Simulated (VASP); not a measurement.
# Ru (P6_3/mmc) in VASP: a series of runs

Runs on Ru. Level: PBEsol. Tasks: single point.

All numbers are computed with VASP 6.6.1; they aren't measurements. Logs are shortened: lines on timing, memory, paths and dates and some standing lists are left out, and cuts for length are marked.

### Step 1. The cell of the first run

The structure is hexagonal, space group P6_3/mmc (No. 194). The conventional cell has a = 2.045 Å, b = 2.045 Å, c = 3.309 Å, α = 90.00°, β = 90.00°, γ = 120.00°. Within 2.7 Å of Ru (site symmetry -6m2) lie 12 Ru at 2.03 to 2.05 Å.

### Step 2. Single point, PBEsol (volume scaled by 0.45, partial waves polarizable)

The input, INCAR:

```
SYSTEM = Ru
PREC = Accurate
ENCUT = 600
EDIFF = 1E-6
ISMEAR = -1
SIGMA = 0.05
LREAL = .False.
LASPH = .True.
NELM = 120
ALGO = Normal
ISIF = 2
LWAVE = .False.
LCHARG = .False.
GGA = PS
NBANDS = 23
GGA_COMPAT = .False.
```

The input, KPOINTS:

```
Automatic mesh
0
Gamma
  18 18 10
  0 0 0
```

The input, POSCAR:

```
Ru
1.0
    2.0451722432      0.0000000000      0.0000000000
   -1.0225861216      1.7711711177      0.0000000000
    0.0000000000      0.0000000000      3.3091618903
Ru
2
Direct
    0.3333333333      0.6666666667      0.2500000000
    0.6666666667      0.3333333333      0.7500000000
```

Potentials or basis: VASP PAW PBE potentials, release 64 (Ru_sv).

Command:

```sh
> cat potpaw_PBE.64/Ru_sv/POTCAR > POTCAR
> mpirun -np 1 vasp_std > vasp.out
```

OUTCAR:

```text
SYSTEM = Ru
   PREC = Accurate
   ENCUT = 600
   EDIFF = 1E-6
   ISMEAR = -1
   LREAL = .False.
   LASPH = .True.
   NELM = 120
   ISIF = 2
   GGA = PS

 ion  position               nearest neighbor table
   1  0.333  0.667  0.250-   2 2.03   2 2.03   2 2.03   2 2.03   2 2.03   2 2.03
   2  0.667  0.333  0.750-   1 2.03   1 2.03   1 2.03   1 2.03   1 2.03   1 2.03

  LATTYP: Found a hexagonal cell.
 ALAT       =     2.0451722432
 C/A-ratio  =     1.6180357920

  Lattice vectors:

 A1 = (   2.0451722432,   0.0000000000,   0.0000000000)
 A2 = (  -1.0225861216,   1.7711711177,   0.0000000000)
 A3 = (   0.0000000000,   0.0000000000,   3.3091618903)

Analysis of symmetry for initial positions (statically):
=====================================================================
 Subroutine PRICEL returns:
 Original cell was already a primitive cell.

 Routine SETGRP: Setting up the symmetry group for a
 hexagonal supercell.

 Subroutine GETGRP returns: Found 24 space group operations
 (whereof 12 operations were pure point group operations)
 out of a pool of 24 trial point group operations.

The static configuration has the point symmetry D_3d.
 The point group associated with its full space group is D_6h.

Analysis of symmetry for dynamics (positions and initial velocities):
=====================================================================
 Subroutine PRICEL returns:
 Original cell was already a primitive cell.

 Routine SETGRP: Setting up the symmetry group for a
 hexagonal supercell.

 Subroutine GETGRP returns: Found 24 space group operations
 (whereof 12 operations were pure point group operations)
 out of a pool of 24 trial point group operations.

The dynamic configuration has the point symmetry D_3d.
 The point group associated with its full space group is D_6h.

 Subroutine INISYM returns: Found 24 space group operations
 (whereof 12 operations are pure point group operations),
 and found     1 'primitive' translations

----------------------------------------------------------------------------------------

                                     Primitive cell

  volume of cell :      11.9869

  direct lattice vectors                    reciprocal lattice vectors
     2.045172243  0.000000000  0.000000000     0.488956372  0.282299093  0.000000000
    -1.022586122  1.771171118  0.000000000     0.000000000  0.564598186  0.000000000
     0.000000000  0.000000000  3.309161890     0.000000000  0.000000000  0.302191320

  length of vectors
     2.045172243  2.045172243  3.309161890     0.564598186  0.564598186  0.302191320

[... 78 lines left out ...]
   ENCUT  =  600.0 eV  44.10 Ry    6.64 a.u.   4.08  4.08  6.61*2*pi/ulx,y,z
   NELM   =    120;   NELMIN=  2; NELMDL= -5     # of ELM steps
   EDIFF  = 0.1E-05   stopping-criterion for ELM
   LREAL  =      F    real-space projection
   EDIFFG = 0.1E-04   stopping-criterion for IOM
   NSW    =      0    number of steps for IOM
   IBRION =     -1    ionic relax: 0-MD 1-quasi-New 2-CG
   NFREE  =      0    steps in history (QN), initial steepest desc. (CG)
   ISIF   =      2    stress and relaxation
   ISYM   =      2    0-nonsym 1-usesym 2-fastsym
   POTIM  = 0.5000    time-step for ionic-motion
   TEBEG  =    0.0;   TEEND  =   0.0 temperature during run
   PSTRESS=    0.0 pullay stress
   NELECT =      32.0000    total number of electrons
   NUPDOWN=      -1.0000    fix difference up-down
   EMIN   =  10.00;   EMAX   =-10.00  energy-range for DOS
   EFERMI =   0.00;   METHOD = LEGACY
   ISMEAR =    -1;   SIGMA  =   0.05  broadening in eV -4-tet -1-fermi 0-gaus
   EFERMI_NEDOS =   21; number of points for ismear=-14 and -15
   IALGO  =     38    algorithm
   IMIX   =      4    mixing-type and parameters
     AMIX     =   0.40;   BMIX     =  1.00
     AMIX_MAG =   1.60;   BMIX_MAG =  1.00
  volume/ion in A,a.u.               =       5.99        40.45
  Fermi-wavevector in a.u.,A,eV,Ry     =   2.271026  4.291616 70.172822  5.157557
  Thomas-Fermi vector in A             =   3.213401
   LORBIT       =      0    0 simple, 1 ext, 2 COOP (PROOUT), +10 PAW based schemes
   GGA     = PS    functional components
   LHFCALC =     F    Hartree Fock is set to
   AEXX    =    0.0000 exact exchange contribution
   IVDW    =     0    specifies the selected vdW correction
   LEPSILON=     F    determine dielectric tensor
   LRPA    =     F    only Hartree local field effects (RPA)
 non-spin polarized calculation
  energy-cutoff  :      600.00
  volume of cell :       11.99
 maximum number of plane-waves:       412
   NGX =  9   NGY =  9   NGZ = 13

 number of electron      32.0000005 magnetization

 Free energy of the ion-electron system (eV)
  ---------------------------------------------------
  ext. energy  EPLUGINS =         0.00000000
  ---------------------------------------------------
  free energy    TOTEN  =        16.01712905 eV

  energy without entropy =       16.02129364  energy(sigma->0) =       16.01921135

 E-fermi :  40.0018     XC(G=0): -20.2166

 val. band max:       39.9849831754   @ k =   0.3889   0.1111   0.2000
 cond. band min:      40.0247256866   @ k =   0.4444   0.0000   0.1000
 fundamental gap:      0.0397425112
 Fermi energy:        40.0017981110

 k-point     1 :       0.0000    0.0000    0.0000
  band No.  band energies     occupation
      1     -40.0047      2.00000
      2     -36.3931      2.00000
      3     -13.4666      2.00000
      4      -4.0846      2.00000
      5      -4.0846      2.00000
      6      -2.6701      2.00000
[... 613 lines left out ...]
     22      59.6696      0.00000
     23      60.5168      0.00000

 [... further k-points ...]

------------------------ aborting loop because EDIFF is reached ----------------------------------------

  FORCE on cell =-STRESS in cart. coord.  units (eV):
  Direction    XX          YY          ZZ          XY          YZ          ZX
  --------------------------------------------------------------------------------------
  -------------------------------------------------------------------------------------
  Total      119.8959728    119.8959728    119.8576256      0.0000000      0.0000000      0.0000000
  in kB    16025.3215539  16025.3215534  16020.1960593      0.0000000      0.0000000      0.0000000
  external PRESSURE =   16023.6130555 kB  Pullay stress =       0.0000000 kB

 VOLUME and BASIS-vectors are now :
 -----------------------------------------------------------------------------
  energy-cutoff  :      600.00
  volume of cell :       11.99
      direct lattice vectors                 reciprocal lattice vectors
     2.045172243  0.000000000  0.000000000     0.488956372  0.282299093  0.000000000
    -1.022586122  1.771171118  0.000000000     0.000000000  0.564598186  0.000000000
     0.000000000  0.000000000  3.309161890     0.000000000  0.000000000  0.302191320

 POSITION                                       TOTAL-FORCE (eV/Angst)
 -----------------------------------------------------------------------------------
     -0.00000      1.18078      0.82729         0.000000      0.000000      0.000000
      1.02259      0.59039      2.48187        -0.000000     -0.000000      0.000000
 -----------------------------------------------------------------------------------
    total drift:                               -0.000000      0.000000     -0.000000

  FREE ENERGIE OF THE ION-ELECTRON SYSTEM (eV)
  ---------------------------------------------------
  free  energy   TOTEN  =        16.0171290458 eV

  energy  without entropy=       16.0212936449  energy(sigma->0) =       16.01921135
```

Wall time 23 s (1 thread of Intel Xeon 6975P-C (Granite Rapids), shared host); peak memory 0.17 GiB.

The run converged, but its numbers aren't listed here, since they failed a check.

Caveat: the cell differs from its parent crystal (volume scaled by 0.45, partial waves polarizable); the PAW data sets were made with another functional, which shifts forces and pressure a little.

### Step 3. Single point, PBEsol

This run uses another cell than the first one, of 8.52 Å³/atom, 1.422 times its volume.

The input, INCAR:

```
PREC = Accurate
ENCUT = 600
EDIFF = 1E-6
ISMEAR = -1
SIGMA = 0.05
LREAL = False
LASPH = True
NELM = 120
ALGO = Normal
ISIF = 2
LWAVE = False
LCHARG = False
GGA = PS
NBANDS = 23
GGA_COMPAT = False
```

The input, KPOINTS:

```
regular mesh
0
Gamma
  18 18 10
```

The input, POSCAR:

```
Ru
1.0
    2.3072461697      0.0000000000      0.0000000000
   -1.1536230849      1.9981337958      0.0000000000
    0.0000000000      0.0000000000      3.6979189384
Ru
2
Direct
    0.3333333333      0.6666666667      0.2500000000
    0.6666666667      0.3333333333      0.7500000000
```

Potentials or basis: VASP PAW PBE potentials, release 64 (Ru_sv).

Command:

```sh
> cat potpaw_PBE.64/Ru_sv/POTCAR > POTCAR
> mpirun -np 1 vasp_std > vasp.out
```

Wall time 41 s (1 thread of AMD EPYC 9R45 (Zen 5), shared host); peak memory 0.16 GiB.

It converged, with:

```yaml
Free_energy: -11.9005 eV
Pressure: 427.3 GPa
Band_gap_on_the_k_mesh: zero (band 16 reaches 30.07 eV, above the bottom of band 17 at 23.63 eV)
```

Stress tensor (GPa, compression positive):
```
427.34   0.00   0.00
  0.00 427.34   0.00
  0.00   0.00 427.10
```

Levels at points of the mesh, in eV from the Fermi level:
| k point | band 14 | band 15 | band 16 | band 17 | band 18 | band 19 |
| --- | --- | --- | --- | --- | --- | --- |
| (0.00, 0.00, 0.00) | -3.91 | -3.91 | -2.68 | -2.68 | 2.12 | 2.12 |
| (0.50, 0.00, 0.00) | -2.71 | -1.99 | 3.14 | 3.94 | 3.99 | 7.95 |
| (0.00, 0.00, 0.50) | -5.50 | -3.81 | -3.81 | 1.10 | 1.10 | 1.10 |
| (0.50, 0.00, 0.50) | -2.14 | 1.22 | 1.22 | 3.64 | 3.64 | 6.49 |

Caveat: the PAW data sets were made with another functional, which shifts forces and pressure a little.

### Step 4. Single point, PBEsol (volume scaled by 0.72)

The input, INCAR:

```
PREC = Accurate
ENCUT = 600
EDIFF = 1E-6
ISMEAR = -1
SIGMA = 0.05
LREAL = F
LASPH = T
NELM = 120
ALGO = Normal
ISIF = 2
LWAVE = F
LCHARG = F
GGA = PS
NBANDS = 23
GGA_COMPAT = F
```

The input, KPOINTS:

```
Automatic mesh
0
Gamma
  18 18 10
```

The input, POSCAR:

```
Ru
1.0
    2.4022562602      0.0000000000      0.0000000000
   -1.2011281301      2.0804149477      0.0000000000
    0.0000000000      0.0000000000      3.8375947298
Ru
2
Direct
    0.3333333333      0.6666666667      0.2500000000
    0.6666666667      0.3333333333      0.7500000000
```

Command:

```sh
> cat potpaw_PBE.64/Ru_sv/POTCAR > POTCAR
> mpirun -np 1 vasp_std > vasp.out
```

Run time: 62 s. Hardware: 1 thread of Intel Xeon Platinum 8375C at 2.90GHz (Ice Lake), shared host; peak memory 0.21 GiB.

Results (log left out):

| Item | Value |
| --- | --- |
| Free energy | -16.2629 eV |
| Pressure | 243.3 GPa |
| Band gap on the k mesh | zero (band 16 reaches 26.06 eV, above the bottom of band 17 at 20.66 eV) |

Stress tensor (GPa, compression positive):
```
243.44   0.00   0.00
  0.00 243.44   0.00
  0.00   0.00 243.17
```

Levels at points of the mesh, in eV from the Fermi level:
| k point | band 14 | band 15 | band 16 | band 17 | band 18 | band 19 |
| --- | --- | --- | --- | --- | --- | --- |
| (0.00, 0.00, 0.00) | -3.25 | -3.25 | -2.24 | -2.24 | 1.90 | 1.90 |
| (0.50, 0.00, 0.00) | -2.37 | -2.09 | 2.63 | 3.34 | 3.34 | 6.69 |
| (0.00, 0.00, 0.50) | -4.61 | -3.73 | -3.73 | 0.97 | 0.97 | 0.97 |
| (0.50, 0.00, 0.50) | -1.77 | 0.93 | 0.93 | 3.05 | 3.05 | 5.41 |

Caveat: the cell differs from its parent crystal (volume scaled by 0.72); the PAW data sets were made with another functional, which shifts forces and pressure a little.
